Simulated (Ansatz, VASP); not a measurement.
**TiO2 in VASP and in Ansatz**

```xyz
6
Lattice="-1.8890 1.8890 4.7917 1.8890 -1.8890 4.7917 1.8890 1.8890 -4.7917" Properties=species:S:1:pos:R:3 pbc="T T T"
Ti    0.0000    0.0000    0.0000
Ti    0.0000    1.8890    2.3959
O     0.0000    0.0000    1.9865
O     0.0000    1.8890    4.3824
O     0.0000    1.8890    0.4094
O     0.0000    0.0000    7.5970
```

Alike in both runs: functional r2SCAN; k mesh 8 × 8 × 8; occupations gaussian, width 0.02 eV; no spin polarisation.

Ansatz relaxed the structure, and its values are those at the end. VASP's run is a single point on that final structure, the one shown.

```csv
,VASP,Ansatz
version,VASP 6.6.1,Ansatz 0.2.0
potentials or method,"VASP PAW PBE potentials, release 64 (Ti_sv, O), cutoff 520 eV","scalar-relativistic, plane waves, PAW"
valence electrons in the cell,48,48
```

Ansatz gave:

- gap on the k mesh at the Fermi level (eV): 2.57
- least direct gap on the mesh (eV): 2.87
- pressure (GPa): 0.0
- rms of the force components (eV/Å): 0.000

Estimate VASP's values.

gap on the k mesh at the Fermi level (eV): 2.59; least direct gap on the mesh (eV): 2.90; pressure (GPa): 1.2; rms of the force components (eV/Å): 0.012.

VASP's potentials were made for PBE, not for r2SCAN.
